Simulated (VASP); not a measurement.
# Si2Ni (Fm-3m) in VASP: further runs, part 2 of 2

VASP 6.6.1.

**3. Single point, PBEsol, collinear spin, ferromagnetic start**

Contents of INCAR:

```
SYSTEM = Si2Ni
PREC     = Accurate       ! precision mode
ENCUT    = 520            ! plane-wave cutoff, eV
EDIFF    = 1E-6           ! SCF threshold, eV
ISMEAR   = -1             ! smearing method
SIGMA    = 0.05           ! smearing width, eV
LREAL    = .FALSE.        ! projectors in reciprocal space
LASPH    = .TRUE.         ! aspherical terms in the spheres
NELM     = 150            ! most SCF steps
ALGO     = Normal         ! electronic algorithm
ISIF     = 2              ! what is computed and relaxed
LWAVE    = .FALSE.        ! write WAVECAR
LCHARG   = .TRUE.         ! write CHGCAR
ISPIN    = 2              ! spin polarisation
MAGMOM   = 1.2 0 0        ! initial moments
LORBIT   = 11             ! projections on sites
NUPDOWN  = 1.2            ! fixed moment
LMAXMIX  = 4              ! l up to which the mixer works
GGA      = PS             ! functional
LELF     = .TRUE.         ! ELF
LVHAR    = .TRUE.       
NBANDS   = 20             ! bands
```

Contents of KPOINTS:

```
regular mesh
0
G
  7 7 7
  0 0 0
```

Contents of POSCAR:

```
Si2Ni
1.0
    0.0000000000      2.7030000000      2.7030000000
    2.7030000000      0.0000000000      2.7030000000
    2.7030000000      2.7030000000      0.0000000000
Ni Si
1 2
Direct
    0.0000000000      0.0000000000      0.0000000000
    0.7500000000      0.7500000000      0.7500000000
    0.2500000000      0.2500000000      0.2500000000
```

Potentials or basis: VASP PAW PBE potentials, release 64 (Ni, Si).

Started as:

```sh
cat potpaw_PBE.64/Ni/POTCAR potpaw_PBE.64/Si/POTCAR > POTCAR
mpirun -np 1 vasp_std > vasp.out
```

OUTCAR:

```text
SYSTEM = Si2Ni
   PREC = Accurate
   ENCUT = 520
   EDIFF = 1E-6
   ISMEAR = -1
   LREAL = .FALSE.
   LASPH = .TRUE.
   NELM = 150
   ISIF = 2
   ISPIN = 2
   LORBIT = 11
   NUPDOWN = 1.2
   GGA = PS

 ion  position               nearest neighbor table
   1  0.000  0.000  0.000-   2 2.34   2 2.34   3 2.34   3 2.34   2 2.34   2 2.34   3 2.34   3 2.34

   2  0.750  0.750  0.750-   1 2.34   1 2.34   1 2.34   1 2.34   3 2.70   3 2.70   3 2.70   3 2.70
                             3 2.70   3 2.70
   3  0.250  0.250  0.250-   1 2.34   1 2.34   1 2.34   1 2.34   2 2.70   2 2.70   2 2.70   2 2.70
                             2 2.70   2 2.70

  LATTYP: Found a face centered cubic cell.
 ALAT       =     5.4060000000

  Lattice vectors:

 A1 = (   0.0000000000,   2.7030000000,   2.7030000000)
 A2 = (   2.7030000000,   0.0000000000,   2.7030000000)
 A3 = (   2.7030000000,   2.7030000000,   0.0000000000)

Analysis of symmetry for initial positions (statically):
=====================================================================
 Subroutine PRICEL returns:
 Original cell was already a primitive cell.

 Routine SETGRP: Setting up the symmetry group for a
 face centered cubic supercell.

 Subroutine GETGRP returns: Found 48 space group operations
 (whereof 48 operations were pure point group operations)
 out of a pool of 48 trial point group operations.

The static configuration has the point symmetry O_h .

Analysis of symmetry for dynamics (positions and initial velocities):
=====================================================================
 Subroutine PRICEL returns:
 Original cell was already a primitive cell.

 Routine SETGRP: Setting up the symmetry group for a
 face centered cubic supercell.

 Subroutine GETGRP returns: Found 48 space group operations
 (whereof 48 operations were pure point group operations)
 out of a pool of 48 trial point group operations.

The dynamic configuration has the point symmetry O_h .

Analysis of structural, dynamic, and magnetic symmetry:
[... 154 lines left out ...]

 E-fermi :   8.8884     XC(G=0): -11.7033

 val. band max:       11.0157350841   @ k =  -0.1429   0.1429   0.0000
 cond. band min:       8.9500122655   @ k =  -0.1429   0.1429   0.0000
 fundamental gap:     -2.0657228186
 Fermi energy:        11.0764893311

 spin component 1

 k-point     1 :       0.0000    0.0000    0.0000
  band No.  band energies     occupation
      1      -3.6640      1.00000
      2       4.8839      1.00000
      3       4.8839      1.00000
      4       4.8839      1.00000
      5       6.5879      1.00000
      6       6.5879      1.00000
[... 436 lines left out ...]
      6       6.2182      1.00000
[... 12 lines left out ...]
     19      23.5829      0.00000
     20      26.6856      0.00000
 Fermi energy:         8.8884055590

 spin component 2

 k-point     1 :       0.0000    0.0000    0.0000
  band No.  band energies     occupation
      1      -3.3240      1.00000
      2       5.3321      1.00000
      3       5.3321      1.00000
      4       5.3321      1.00000
      5       6.9848      1.00000
      6       6.9848      1.00000
[... 449 lines left out ...]
     19      23.9622      0.00000
     20      27.0169      0.00000

------------------------ aborting loop because EDIFF is reached ----------------------------------------

  FORCE on cell =-STRESS in cart. coord.  units (eV):
  Direction    XX          YY          ZZ          XY          YZ          ZX
  --------------------------------------------------------------------------------------
  -------------------------------------------------------------------------------------
  Total        0.9404775      0.9404775      0.9404775      0.0000000      0.0000000     -0.0000000
  in kB       38.1496775     38.1496775     38.1496775      0.0000000      0.0000000     -0.0000000
  external PRESSURE =      38.1496775 kB  Pullay stress =       0.0000000 kB

 VOLUME and BASIS-vectors are now :
 -----------------------------------------------------------------------------
  energy-cutoff  :      520.00
  volume of cell :       39.50
      direct lattice vectors                 reciprocal lattice vectors
     0.000000000  2.703000000  2.703000000    -0.184979652  0.184979652  0.184979652
     2.703000000  0.000000000  2.703000000     0.184979652 -0.184979652  0.184979652
     2.703000000  2.703000000  0.000000000     0.184979652  0.184979652 -0.184979652

 POSITION                                       TOTAL-FORCE (eV/Angst)
 -----------------------------------------------------------------------------------
      0.00000      0.00000      0.00000        -0.000000     -0.000000     -0.000000
      4.05450      4.05450      4.05450         0.000000     -0.000000     -0.000000
      1.35150      1.35150      1.35150        -0.000000      0.000000      0.000000
 -----------------------------------------------------------------------------------
    total drift:                               -0.000000     -0.000000      0.000000

  FREE ENERGIE OF THE ION-ELECTRON SYSTEM (eV)
  ---------------------------------------------------
  free  energy   TOTEN  =       -18.2597287726 eV

  energy  without entropy=      -18.2496643589  energy(sigma->0) =      -18.25469657

 total charge

# of ion       s       p       d       tot
------------------------------------------
    1        0.569   0.768   8.467   9.804
    2        0.763   0.833   0.000   1.596
    3        0.763   0.833   0.000   1.596
--------------------------------------------------
tot          2.095   2.433   8.467  12.995

 magnetization (x)

# of ion       s       p       d       tot
------------------------------------------
    1        0.006   0.088   0.437   0.531
    2        0.072   0.080   0.000   0.153
    3        0.072   0.080   0.000   0.153
--------------------------------------------------
tot          0.151   0.248   0.437   0.836
```

OSZICAR:

```text
N       E                     dE             d eps       ncg     rms          rms(c)
DAV:   1     0.703514556633E+02    0.70351E+02   -0.69746E+03  1632   0.887E+02
DAV:   2    -0.155231870815E+02   -0.85875E+02   -0.76602E+02  1700   0.195E+02
DAV:   3    -0.203676687807E+02   -0.48445E+01   -0.47141E+01  1896   0.485E+01
DAV:   4    -0.204460956318E+02   -0.78427E-01   -0.78243E-01  1872   0.543E+00
DAV:   5    -0.204477554395E+02   -0.16598E-02   -0.16595E-02  1908   0.884E-01    0.175E+01
DAV:   6    -0.255210728855E+02   -0.50733E+01   -0.37267E+01  1796   0.124E+02    0.266E+01
DAV:   7    -0.184515861764E+02    0.70695E+01   -0.10568E+01  2020   0.749E+01    0.406E+00
DAV:   8    -0.183024075955E+02    0.14918E+00   -0.13269E+00  2120   0.172E+01    0.263E+00
DAV:   9    -0.182601824399E+02    0.42225E-01   -0.19906E-01  2092   0.597E+00    0.806E-01
DAV:  10    -0.182601273312E+02    0.55109E-04   -0.47779E-03  1824   0.432E-01    0.348E-01
DAV:  11    -0.182597808818E+02    0.34645E-03   -0.92881E-04  1956   0.570E-01    0.162E-01
DAV:  12    -0.182597295639E+02    0.51318E-04   -0.17866E-04  1864   0.163E-01    0.242E-02
DAV:  13    -0.182597307694E+02   -0.12055E-05   -0.15830E-05  1948   0.242E-02    0.149E-02
DAV:  14    -0.182597294512E+02    0.13182E-05   -0.11464E-06  1396   0.174E-02    0.686E-03
DAV:  15    -0.182597287726E+02    0.67862E-06   -0.13867E-06  1452   0.186E-02
   1 F= -.18259729E+02 E0= -.18254697E+02  d E =-.100644E-01  mag=     1.2000
```

stdout:

```text
POSCAR found type information on POSCAR NiSi
 POSCAR found :  2 types and       3 ions
 scaLAPACK will be used
 -----------------------------------------------------------------------------
|                                                                             |
|                                                                             |
|     You enforced a specific xc type in the INCAR file but a different       |
|     I HOPE YOU KNOW WHAT YOU ARE DOING!                                     |
|                                                                             |
 -----------------------------------------------------------------------------

 LDA part: xc-table for (Slater+PW92), standard interpolation
 POSCAR, INCAR and KPOINTS ok, starting setup
 FFT: planning ... GRIDC
 FFT: planning ... GRID_SOFT
 FFT: planning ... GRID
 WAVECAR not read
 entering main loop
```

It took 37 s on 1 thread of Intel Xeon Platinum 8259CL at 2.50GHz (Skylake/Cascade Lake), shared host; peak memory 0.17 GiB.

What came out:

| Item | Value |
| --- | --- |
| Free energy | -18.2597 eV |
| Pressure | 3.8 GPa |
| Net moment | 1.20 μB per cell |
| Site moments | Ni +0.53; Si +0.15 μB |
| Valence electrons inside the program's atomic spheres | Ni 9.80; Si 1.60 |

Caveat: the cell stands under pressure; the PAW data sets were made with another functional, which shifts forces and pressure a little; the total moment is fixed, so each spin has its own Fermi level.

**4. Single point, PBEsol, collinear spin, ferromagnetic start**

Contents of INCAR:

```
SYSTEM = Si2Ni
PREC = Accurate ; ENCUT = 520
EDIFF = 1E-6 ; ISMEAR = -1
SIGMA = 0.05 ; LREAL = .FALSE.
LASPH = .TRUE. ; NELM = 150
ALGO = Normal ; ISIF = 2
LWAVE = .FALSE. ; LCHARG = .TRUE.
ISPIN = 2 ; MAGMOM = 1.5 0 0
LORBIT = 11 ; NUPDOWN = 1.5
LMAXMIX = 4 ; GGA = PS
LELF = .TRUE. ; LVHAR = .TRUE.
NBANDS = 20
```

Contents of KPOINTS:

```
Automatic mesh
0
G
  7 7 7
  0 0 0
```

POSCAR is that of step 3.

Started as:

```sh
cat potpaw_PBE.64/Ni/POTCAR potpaw_PBE.64/Si/POTCAR > POTCAR
mpirun -np 1 vasp_std > vasp.out
```

Wall time 37 s (1 thread of Intel Xeon Platinum 8259CL at 2.50GHz (Skylake/Cascade Lake), shared host); peak memory 0.18 GiB.

The run converged. Its results:

```
Free energy                                           : -17.8885 eV
Pressure                                              : 6.1 GPa
Net moment                                            : 1.50 μB per cell
Site moments                                          : Ni +0.64; Si +0.19 μB
Valence electrons inside the program's atomic spheres : Ni 9.79; Si 1.60
```

Caveat: the cell stands under pressure; the PAW data sets were made with another functional, which shifts forces and pressure a little; the total moment is fixed, so each spin has its own Fermi level.

**5. Single point, PBEsol, collinear spin, ferromagnetic start**

Contents of INCAR:

```
SYSTEM = Si2Ni
PREC = Accurate
ENCUT = 520
EDIFF = 1E-6
ISMEAR = -1
SIGMA = 0.05
LREAL = .False.
LASPH = .True.
NELM = 150
ALGO = Normal
ISIF = 2
LWAVE = .False.
LCHARG = .True.
ISPIN = 2
MAGMOM = 2 0 0
LORBIT = 11
NUPDOWN = 2.0
LMAXMIX = 4
GGA = PS
LELF = .True.
LVHAR = .True.
NBANDS = 20
```

Contents of KPOINTS:

```
regular mesh
0
Gamma
  7 7 7
  0 0 0
```

POSCAR is that of step 4.

Potentials or basis: VASP PAW PBE potentials, release 64 (Ni, Si).

Started as:

```sh
cat potpaw_PBE.64/Ni/POTCAR potpaw_PBE.64/Si/POTCAR > POTCAR
mpirun -np 1 vasp_std > vasp.out
```

OUTCAR:

```text
SYSTEM = Si2Ni
   PREC = Accurate
   ENCUT = 520
   EDIFF = 1E-6
   ISMEAR = -1
   LREAL = .False.
   LASPH = .True.
   NELM = 150
   ISIF = 2
   ISPIN = 2
   LORBIT = 11
   NUPDOWN = 2.0
   GGA = PS

 ion  position               nearest neighbor table
   1  0.000  0.000  0.000-   2 2.34   2 2.34   3 2.34   3 2.34   2 2.34   2 2.34   3 2.34   3 2.34

   2  0.750  0.750  0.750-   1 2.34   1 2.34   1 2.34   1 2.34   3 2.70   3 2.70   3 2.70   3 2.70
                             3 2.70   3 2.70
   3  0.250  0.250  0.250-   1 2.34   1 2.34   1 2.34   1 2.34   2 2.70   2 2.70   2 2.70   2 2.70
                             2 2.70   2 2.70

  LATTYP: Found a face centered cubic cell.
 ALAT       =     5.4060000000

  Lattice vectors:
[... 1134 lines left out ...]
  volume of cell :       39.50
      direct lattice vectors                 reciprocal lattice vectors
     0.000000000  2.703000000  2.703000000    -0.184979652  0.184979652  0.184979652
     2.703000000  0.000000000  2.703000000     0.184979652 -0.184979652  0.184979652
     2.703000000  2.703000000  0.000000000     0.184979652  0.184979652 -0.184979652

 POSITION                                       TOTAL-FORCE (eV/Angst)
 -----------------------------------------------------------------------------------
      0.00000      0.00000      0.00000        -0.000000      0.000000     -0.000000
      4.05450      4.05450      4.05450         0.000000      0.000000     -0.000000
      1.35150      1.35150      1.35150        -0.000000     -0.000000      0.000000
 -----------------------------------------------------------------------------------
    total drift:                               -0.000000     -0.000000      0.000000

  FREE ENERGIE OF THE ION-ELECTRON SYSTEM (eV)
  ---------------------------------------------------
  free  energy   TOTEN  =       -17.1575566781 eV

  energy  without entropy=      -17.1460894656  energy(sigma->0) =      -17.15182307

 total charge

# of ion       s       p       d       tot
------------------------------------------
    1        0.575   0.736   8.457   9.767
    2        0.787   0.822   0.000   1.609
    3        0.787   0.822   0.000   1.609
--------------------------------------------------
tot          2.149   2.380   8.457  12.986

 magnetization (x)

# of ion       s       p       d       tot
------------------------------------------
    1        0.015   0.149   0.663   0.826
    2        0.108   0.147   0.000   0.255
    3        0.108   0.147   0.000   0.255
--------------------------------------------------
tot          0.230   0.443   0.663   1.335
```

stdout:

```text
POSCAR found type information on POSCAR NiSi
 POSCAR found :  2 types and       3 ions
 scaLAPACK will be used
 -----------------------------------------------------------------------------
|                                                                             |
|                                                                             |
|     You enforced a specific xc type in the INCAR file but a different       |
|     I HOPE YOU KNOW WHAT YOU ARE DOING!                                     |
|                                                                             |
 -----------------------------------------------------------------------------

 LDA part: xc-table for (Slater+PW92), standard interpolation
 POSCAR, INCAR and KPOINTS ok, starting setup
 FFT: planning ... GRIDC
 FFT: planning ... GRID_SOFT
 FFT: planning ... GRID
 WAVECAR not read
 entering main loop
```

Run time: 38 s. Hardware: 1 thread of Intel Xeon Platinum 8259CL at 2.50GHz (Skylake/Cascade Lake), shared host; peak memory 0.18 GiB.

What came out:

```yaml
Free_energy: -17.1576 eV
Pressure: 10.3 GPa
Net_moment: 2.00 μB per cell
Site_moments: Ni +0.83; Si +0.26 μB
Valence_electrons_inside_the_program's_atomic_spheres: Ni 9.77; Si 1.61
```

Caveat: the cell stands under pressure; the PAW data sets were made with another functional, which shifts forces and pressure a little; the total moment is fixed, so each spin has its own Fermi level.

**6. Single point, PBEsol, collinear spin, ferromagnetic start (12.90 Å³/atom)**

This run uses another cell than the first one, of 12.90 Å³/atom.

Contents of INCAR:

```
PREC = Accurate
ENCUT = 520
EDIFF = 1E-7
ISMEAR = -1
SIGMA = 0.05
LREAL = False
LASPH = True
NELM = 150
ALGO = Normal
ISIF = 2
LWAVE = False
LCHARG = False
ISPIN = 2
MAGMOM = 1 0 0
LORBIT = 11
LMAXMIX = 4
GGA = PS
NBANDS = 20
```

Contents of KPOINTS:

```
regular mesh
0
Gamma
  9 9 9
```

Contents of POSCAR:

```
Si2Ni
1.0
    0.0000000000      2.6848585138      2.6848585138
    2.6848585138      0.0000000000      2.6848585138
    2.6848585138      2.6848585138      0.0000000000
Ni Si
1 2
Direct
    0.0000000000      0.0000000000      0.0000000000
    0.7500000000      0.7500000000      0.7500000000
    0.2500000000      0.2500000000      0.2500000000
```

Potentials or basis: VASP PAW PBE potentials, release 64 (Ni, Si).

Started as:

```sh
cat potpaw_PBE.64/Ni/POTCAR potpaw_PBE.64/Si/POTCAR > POTCAR
mpirun -np 1 vasp_std > vasp.out
```

It took 1.7 min on 1 thread of AMD EPYC 7R13, shared host; peak memory 0.16 GiB.

The run converged. Its results:

```yaml
Free_energy: -18.9800 eV
Pressure: 2.4 GPa
Band_gap_on_the_k_mesh: zero (filled and empty bands overlap)
Net_moment: 0.00 μB per cell
Valence_electrons_inside_the_program's_atomic_spheres: Ni 9.88; Si 1.60
```

Levels at points of the mesh, in eV from the Fermi level:
Spin up:
```tsv
k point	band 6	band 7	band 8	band 9	band 10	band 11	band 12	band 13
(0.00, 0.00, 0.00)	-3.66	-0.14	1.71	1.71	1.71	2.19	2.19	2.19
```
Spin down:
| k point | band 7 | band 8 | band 9 | band 10 | band 11 | band 12 |
| --- | --- | --- | --- | --- | --- | --- |
| (0.00, 0.00, 0.00) | -0.14 | 1.71 | 1.71 | 1.71 | 2.19 | 2.19 |

Caveat: the PAW data sets were made with another functional, which shifts forces and pressure a little.

**7. The runs side by side**

| fixed moment (μB) | cell | k mesh | pressure (GPa) | moment (μB) |
| --- | --- | --- | --- | --- |
| 1.0 | a = 3.823 Å, angles 60.0°, 3 atoms | 7 × 7 × 7 | 2.6 | 1.00 |
| 1.2 | a = 3.823 Å, angles 60.0°, 3 atoms | 7 × 7 × 7 | 3.8 | 1.20 |
| 1.5 | a = 3.823 Å, angles 60.0°, 3 atoms | 7 × 7 × 7 | 6.1 | 1.50 |
| 2.0 | a = 3.823 Å, angles 60.0°, 3 atoms | 7 × 7 × 7 | 10.3 | 2.00 |
| - | a = 3.797 Å, angles 60.0°, 3 atoms | 9 × 9 × 9 | 2.4 | 0.00 |

Alike in all rows: task single point; level PBEsol; potentials or basis VASP PAW PBE potentials, release 64 (Ni, Si); spin collinear, ferromagnetic start; cutoff (eV) 520; smearing fermi-dirac 0.05 eV.

Caveats: the PAW data sets were made with another functional, which shifts forces and pressure a little; the total moment is fixed, so each spin has its own Fermi level (at least some runs); the cell stands under pressure (at least some runs).

Total energies depend on the potentials used, so only differences within one code and one set of settings carry meaning.
